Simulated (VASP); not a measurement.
# LiF2 (P3m1) in VASP: further runs

LiF2 is run at these levels: PBE; tasks: relaxation of cell and atoms, single point.

Everything below comes from runs of VASP 6.6.1. Logs are shortened: lines on timing, memory, paths and dates and some standing lists are left out, and cuts for length are marked.

## 1. The cell of the first run

Symmetry: P3m1, No. 156, trigonal system. The conventional cell has a = 3.170 Å, b = 3.170 Å, c = 5.177 Å, α = 90.00°, β = 90.00°, γ = 120.00°. Within 2.6 Å of Li (site symmetry 3m) lie 4 F at 1.94 Å. Within 2.6 Å of F (site symmetry 3m) lie 1 Li at 1.94 Å. Within 2.6 Å of F (site symmetry 3m) lie 3 Li at 1.94 Å.

## 2. Relaxation of cell and atoms, PBE

File INCAR:

```
  PREC = Accurate
  ENCUT = 600
  EDIFF = 1E-6
  ISMEAR = 0
  SIGMA = 0.1
  LREAL = F
  LASPH = T
  NELM = 100
  ALGO = Normal
  ISIF = 3
  LWAVE = F
  LCHARG = F
  GGA = PE
  IBRION = 2
  NSW = 90
  EDIFFG = -0.04
```

File KPOINTS:

```
regular mesh
0
Gamma
  6 6 4
```

File POSCAR:

```
LiF2
1.0
    3.1699346400      0.0000000000      0.0000000000
   -1.5849673200      2.7452439300      0.0000000000
    0.0000000000      0.0000000000      5.1765032700
Li F
1 2
Direct
    0.3333333300      0.6666666700      0.0000000000
    0.3333333300      0.6666666700      0.3750000000
    0.6666666700      0.3333333300      0.8750000000
```

Potentials or basis: VASP PAW PBE potentials, release 64 (Li_sv, F).

On the command line:

```console
> cat potpaw_PBE.64/Li_sv/POTCAR potpaw_PBE.64/F/POTCAR > POTCAR
> mpirun -np 1 vasp_std > vasp.out
```

OUTCAR:

```text
PREC = Accurate
   ENCUT = 600
   EDIFF = 1E-6
   ISMEAR = 0
   LREAL = F
   LASPH = T
   NELM = 100
   ISIF = 3
   GGA = PE
   IBRION = 2
   NSW = 90
   EDIFFG = -0.04

 ion  position               nearest neighbor table
   1  0.333  0.667  0.000-   3 1.94   3 1.94   3 1.94   2 1.94
   2  0.333  0.667  0.375-   1 1.94
   3  0.667  0.333  0.875-   1 1.94   1 1.94   1 1.94

  LATTYP: Found a hexagonal cell.
 ALAT       =     3.1699346400
 C/A-ratio  =     1.6330000009

  Lattice vectors:

 A1 = (   3.1699346400,   0.0000000000,   0.0000000000)
 A2 = (  -1.5849673200,   2.7452439300,   0.0000000000)
 A3 = (   0.0000000000,   0.0000000000,   5.1765032700)

Analysis of symmetry for initial positions (statically):
=====================================================================
 Subroutine PRICEL returns:
 Original cell was already a primitive cell.

 Routine SETGRP: Setting up the symmetry group for a
 hexagonal supercell.

 Subroutine GETGRP returns: Found  6 space group operations
 (whereof  6 operations were pure point group operations)
 out of a pool of 24 trial point group operations.

The static configuration has the point symmetry C_3v.

Analysis of symmetry for dynamics (positions and initial velocities):
=====================================================================
 Subroutine PRICEL returns:
 Original cell was already a primitive cell.

 Routine SETGRP: Setting up the symmetry group for a
 hexagonal supercell.

 Subroutine GETGRP returns: Found  6 space group operations
 (whereof  6 operations were pure point group operations)
 out of a pool of 24 trial point group operations.

The dynamic configuration has the point symmetry C_3v.

 Subroutine INISYM returns: Found  6 space group operations
 (whereof  6 operations are pure point group operations),
 and found     1 'primitive' translations

----------------------------------------------------------------------------------------

                                     Primitive cell

  volume of cell :      45.0472

  direct lattice vectors                    reciprocal lattice vectors
     3.169934640  0.000000000  0.000000000     0.315463918  0.182133178  0.000000000
    -1.584967320  2.745243930  0.000000000     0.000000000  0.364266355  0.000000000
     0.000000000  0.000000000  5.176503270     0.000000000  0.000000000  0.193180599

  length of vectors
     3.169934640  3.169934643  5.176503270     0.364266355  0.364266355  0.193180599

  position of ions in fractional coordinates (direct lattice)
     0.333333330  0.666666670  0.000000000
     0.333333330  0.666666670  0.375000000
     0.666666670  0.333333330  0.875000000

  ion indices of the primitive-cell ions
   primitive index   ion index
                 1           1
                 2           2
                 3           3

----------------------------------------------------------------------------------------

 KPOINTS: regular mesh

Automatic generation of k-mesh.
 Grid dimensions read from file:
 generate k-points for:    6    6    4

 Generating k-lattice:

  Cartesian coordinates                     Fractional coordinates (reciprocal lattice)
     0.052577320  0.030355530  0.000000000     0.166666667  0.000000000  0.000000000
     0.000000000  0.060711059  0.000000000     0.000000000  0.166666667  0.000000000
     0.000000000  0.000000000  0.048295150     0.000000000  0.000000000  0.250000000

  Length of vectors
     0.060711059  0.060711059  0.048295150

  Shift w.r.t. Gamma in fractional coordinates (k-lattice)
     0.000000000  0.000000000  0.000000000

 Subroutine IBZKPT returns following result:
 ===========================================

 Found     24 irreducible k-points:

 Following reciprocal coordinates:
            Coordinates               Weight
  0.000000  0.000000  0.000000      1.000000
  0.166667  0.000000  0.000000      6.000000
  0.333333 -0.000000  0.000000      6.000000
  0.500000 -0.000000  0.000000      3.000000
  0.166667  0.166667  0.000000      6.000000
  0.333333  0.166667  0.000000     12.000000
[... 16 lines left out ...]
  0.333333  0.166667  0.500000     12.000000
  0.333333  0.333333  0.500000      2.000000
   k-points           NKPTS =     24   k-points in BZ     NKDIM =     24   number of bands    NBANDS=     12
   number of dos      NEDOS =    301   number of ions     NIONS =      3
   total plane-waves  NPLWV =  32928
   dimension x,y,z NGX =    28 NGY =   28 NGZ =   42
   dimension x,y,z NGXF=    56 NGYF=   56 NGZF=   84
   ions per type =               1   2
   NGX,Y,Z   is equivalent  to a cutoff of  14.68, 14.68, 13.49 a.u.
   NGXF,Y,Z  is equivalent  to a cutoff of  29.37, 29.37, 26.98 a.u.
 SYSTEM =  unknown system
   PREC   = accura    normal or accurate (medium, high low for compatibility)
   ISTART =      0    job   : 0-new  1-cont  2-samecut
   ICHARG =      2    charge: 1-file 2-atom 10-const
   ISPIN  =      1    spin polarized calculation?
   LNONCOLLINEAR =      F non collinear calculations
   LSORBIT =      F    spin-orbit coupling
   LASPH  =      T    aspherical Exc in radial PAW
   ENCUT  =  600.0 eV  44.10 Ry    6.64 a.u.   6.33  6.33 10.34*2*pi/ulx,y,z
   NELM   =    100;   NELMIN=  2; NELMDL= -5     # of ELM steps
   EDIFF  = 0.1E-05   stopping-criterion for ELM
   LREAL  =      F    real-space projection
   EDIFFG = -.4E-01   stopping-criterion for IOM
   NSW    =     90    number of steps for IOM
   IBRION =      2    ionic relax: 0-MD 1-quasi-New 2-CG
   NFREE  =      1    steps in history (QN), initial steepest desc. (CG)
   ISIF   =      3    stress and relaxation
   ISYM   =      2    0-nonsym 1-usesym 2-fastsym
   POTIM  = 0.5000    time-step for ionic-motion
   TEBEG  =    0.0;   TEEND  =   0.0 temperature during run
   PSTRESS=    0.0 pullay stress
   NELECT =      17.0000    total number of electrons
   NUPDOWN=      -1.0000    fix difference up-down
   EMIN   =  10.00;   EMAX   =-10.00  energy-range for DOS
   EFERMI =   0.00;   METHOD = LEGACY
   ISMEAR =     0;   SIGMA  =   0.10  broadening in eV -4-tet -1-fermi 0-gaus
   EFERMI_NEDOS =   21; number of points for ismear=-14 and -15
   IALGO  =     38    algorithm
   IMIX   =      4    mixing-type and parameters
     AMIX     =   0.40;   BMIX     =  1.00
     AMIX_MAG =   1.60;   BMIX_MAG =  1.00
  volume/ion in A,a.u.               =      15.02       101.33
  Fermi-wavevector in a.u.,A,eV,Ry     =   1.183047  2.235634 19.042707  1.399600
  Thomas-Fermi vector in A             =   2.319289
   LORBIT       =      0    0 simple, 1 ext, 2 COOP (PROOUT), +10 PAW based schemes
   GGA     = PE    functional components
   LHFCALC =     F    Hartree Fock is set to
   AEXX    =    0.0000 exact exchange contribution
   IVDW    =     0    specifies the selected vdW correction
   LEPSILON=     F    determine dielectric tensor
   LRPA    =     F    only Hartree local field effects (RPA)
 conjugate gradient relaxation of ions
 non-spin polarized calculation
 Gauss-broadening in eV      SIGMA  =   0.10
  energy-cutoff  :      600.00
  volume of cell :       45.05
 maximum number of plane-waves:      1521
 NGX is ok and might be reduce to    28
   NGX = 13   NGY = 13   NGZ = 21

--------------------------------------- Ionic step        1  -------------------------------------------

 number of electron      17.0000008 magnetization

 Free energy of the ion-electron system (eV)
  ---------------------------------------------------
  ext. energy  EPLUGINS =         0.00000000
  ---------------------------------------------------
  free energy    TOTEN  =       -10.15579562 eV

  energy without entropy =      -10.09692329  energy(sigma->0) =      -10.12635946

------------------------ aborting loop because EDIFF is reached ----------------------------------------

  FORCE on cell =-STRESS in cart. coord.  units (eV):
  Direction    XX          YY          ZZ          XY          YZ          ZX
  --------------------------------------------------------------------------------------
  -------------------------------------------------------------------------------------
  Total       -0.6024986     -0.6024986     -1.4934349      0.0000000      0.0000000      0.0000000
  in kB      -21.4288498    -21.4288498    -53.1164621      0.0000000      0.0000000      0.0000000
  external PRESSURE =     -31.9913872 kB  Pullay stress =       0.0000000 kB
[... 92 lines left out ...]
  FREE ENERGIE OF THE ION-ELECTRON SYSTEM (eV)
  ---------------------------------------------------
  free  energy   TOTEN  =       -10.3079771526 eV

  energy  without entropy=      -10.2544477429  energy(sigma->0) =      -10.28121245

[... ionic steps 4 to 13 ...]

--------------------------------------- Ionic step       14  -------------------------------------------

 number of electron      17.0000007 magnetization

------------------------ aborting loop because EDIFF is reached ----------------------------------------

  FORCE on cell =-STRESS in cart. coord.  units (eV):
  Direction    XX          YY          ZZ          XY          YZ          ZX
  --------------------------------------------------------------------------------------
  -------------------------------------------------------------------------------------
  Total        0.0026449      0.0026449      0.1154869      0.0000000      0.0000000      0.0000000
  in kB        0.1171341      0.1171341      5.1145778      0.0000000      0.0000000      0.0000000
  external PRESSURE =       1.7829486 kB  Pullay stress =       0.0000000 kB
[... 59 lines left out ...]
  energy  without entropy=      -10.5651339251  energy(sigma->0) =      -10.58723313

--------------------------------------- Ionic step       16  -------------------------------------------

 number of electron      17.0000004 magnetization

 Free energy of the ion-electron system (eV)
  ---------------------------------------------------
  ext. energy  EPLUGINS =         0.00000000
  ---------------------------------------------------
  free energy    TOTEN  =       -10.61130045 eV

  energy without entropy =      -10.56686425  energy(sigma->0) =      -10.58908235

 E-fermi :  -4.2851     XC(G=0):  -8.3182

 val. band max:       -4.2854751151   @ k =   0.3333   0.1667   0.2500
 cond. band min:      -4.2843161039   @ k =  -0.1667   0.5000   0.2500
 fundamental gap:      0.0011590112
 Fermi energy:        -4.2850868144

 k-point     1 :       0.0000    0.0000    0.0000
  band No.  band energies     occupation
      1     -44.4601      2.00000
      2     -24.1913      2.00000
      3     -23.4208      2.00000
      4      -6.5053      2.00000
      5      -5.3413      2.00000
      6      -5.3413      2.00000
      7      -4.3789      1.81538
      8      -4.3789      1.81537
      9      -4.2220      0.37211
     10       4.8668      0.00000
     11      12.9364      0.00000
     12      13.6171      0.00000
[... 373 lines left out ...]
  FREE ENERGIE OF THE ION-ELECTRON SYSTEM (eV)
  ---------------------------------------------------
  free  energy   TOTEN  =       -10.6113004453 eV

  energy  without entropy=      -10.5668642498  energy(sigma->0) =      -10.58908235

 reached required accuracy - stopping structural energy minimisation
```

Wall time 2.7 min (1 thread of Intel Xeon Platinum 8488C (Sapphire Rapids), shared host); peak memory 0.18 GiB.

What came out:

```yaml
Free_energy: -10.6113 eV
Relaxed_volume: 12.13 Å³/atom
Relaxed_cell: a = 3.334 Å, b = 3.334 Å, c = 3.780 Å, α = 90.00°, β = 90.00°, γ = 120.00°
Space_group_after_relaxing_to_0.05_Å: P-6m2 (No. 187)
Energy_gained_by_relaxing: 151.8 meV/atom
Ionic_steps: 16
Pressure_after_relaxing: -0.1 GPa
Largest_force_after_relaxing: 0.021 eV/Å
```

Forces in eV/Å, atoms in the order of the input:
```
Li   0.000  0.000  0.021
F    0.000  0.000  0.000
F    0.000  0.000 -0.021
```

Step by step:
```
step  energy change (eV)  largest force (eV/Å)  pressure (GPa)  volume (Å³)
   1              0.0000                0.6952           -3.20        45.05
   2             -0.0729                0.5351           -2.25        43.12
   3             -0.1522                0.4707            1.36        38.56
   4             -0.1865                0.2944            0.92        38.70
   5             -0.2560                0.0973           -0.42        39.04
   6             -0.3414                0.2846           -2.57        39.45
   7             -0.3605                0.4914           -1.75        38.46
   8             -0.3606                0.4596           -1.84        38.53
   9             -0.3863                0.4151           -1.37        37.76
  10             -0.4352                0.2103            0.57        35.49
  11             -0.4375                0.1735            1.79        34.50
  12             -0.4385                0.1818            1.31        34.86
  13             -0.4483                0.1312            0.83        35.37
  14             -0.4535                0.1581            0.18        36.18
  15             -0.4535                0.1509            0.24        36.10
  16             -0.4555                0.0208           -0.08        36.39
```

Final structure:
```cif
data_structure
_symmetry_space_group_name_H-M 'P 1'
_symmetry_Int_Tables_number 1
_cell_length_a 3.3341
_cell_length_b 3.3341
_cell_length_c 3.7796
_cell_angle_alpha 90.000
_cell_angle_beta 90.000
_cell_angle_gamma 120.000
_cell_volume 36.39
loop_
_atom_site_label
_atom_site_type_symbol
_atom_site_fract_x
_atom_site_fract_y
_atom_site_fract_z
_atom_site_occupancy
Li1 Li 0.33333 0.66667 0.91520 1
F1 F 0.33333 0.66667 0.41599 1
F2 F 0.66667 0.33333 0.91882 1
```

Levels at points of the mesh, in eV from the Fermi level:
| k point | band 4 | band 5 | band 6 | band 7 | band 8 | band 9 | band 10 | band 11 | band 12 |
| --- | --- | --- | --- | --- | --- | --- | --- | --- | --- |
| (0.00, 0.00, 0.00) | -2.22 | -1.06 | -1.06 | -0.09 | -0.09 | 0.06 | 9.15 | 17.22 | 17.90 |
| (0.50, 0.00, 0.00) | -1.74 | -1.48 | -1.46 | -0.65 | -0.59 | -0.01 | 12.11 | 14.89 | 18.31 |
| (0.00, 0.00, 0.50) | -1.10 | -1.08 | -0.86 | -0.86 | -0.27 | -0.27 | 11.87 | 12.11 | 17.67 |
| (0.50, 0.00, 0.50) | -2.00 | -1.86 | -1.11 | -0.42 | -0.29 | 0.06 | 12.57 | 14.28 | 16.56 |

Caveat: the k points lie up to 0.42 Å⁻¹ apart in the final cell; the cutoff is under 1.25 times the usual one of these potentials, so pressure, stress and relaxed cells hold a basis-set (Pulay) error; the volume moved by over 15 % at a fixed basis, so the end points are rough; an odd number of electrons without spin polarisation forces a metal; a magnetic or distorted state may lie lower.

## 3. Single point, PBE

File INCAR:

```
PREC = Accurate
ENCUT = 750
EDIFF = 1E-6
ISMEAR = 0
SIGMA = 0.1
LREAL = F
LASPH = T
NELM = 120
ALGO = Normal
ISIF = 2
LWAVE = F
LCHARG = F
GGA = PE
NBANDS = 16
GGA_COMPAT = F
```

File KPOINTS:

```
Automatic mesh
0
Gamma
  6 6 4
```

POSCAR is that of step 2.

Potentials or basis: VASP PAW PBE potentials, release 64 (Li_sv, F).

On the command line:

```console
> cat potpaw_PBE.64/Li_sv/POTCAR potpaw_PBE.64/F/POTCAR > POTCAR
> mpirun -np 1 vasp_std > vasp.out
```

Wall time 81 s (1 thread of Intel Xeon 8259CL, shared host); peak memory 0.18 GiB.

The run converged. Its results:

```yaml
Free_energy: -10.1584 eV
Pressure: -3.2 GPa
Largest_force: 0.701 eV/Å
```

Forces in eV/Å, atoms in the order of the input:
```
Li   0.000  0.000 -0.450
F    0.000  0.000 -0.251
F    0.000  0.000  0.701
```

Stress tensor (GPa, compression positive):
```
-2.13  0.00  0.00
 0.00 -2.13  0.00
 0.00  0.00 -5.30
```

Levels at points of the mesh, in eV from the Fermi level:
| k point | band 7 | band 8 | band 9 | band 10 | band 11 | band 12 |
| --- | --- | --- | --- | --- | --- | --- |
| (0.00, 0.00, 0.00) | 0.10 | 0.10 | 0.10 | 8.53 | 12.94 | 14.76 |
| (0.50, 0.00, 0.00) | -0.47 | -0.20 | -0.04 | 11.64 | 14.13 | 15.45 |
| (0.00, 0.00, 0.50) | -0.09 | 0.07 | 0.07 | 9.83 | 10.49 | 17.15 |
| (0.50, 0.00, 0.50) | -0.39 | -0.11 | -0.11 | 11.58 | 14.00 | 15.30 |

Caveat: the k points lie up to 0.38 Å⁻¹ apart; an odd number of electrons without spin polarisation forces a metal; a magnetic or distorted state may lie lower.
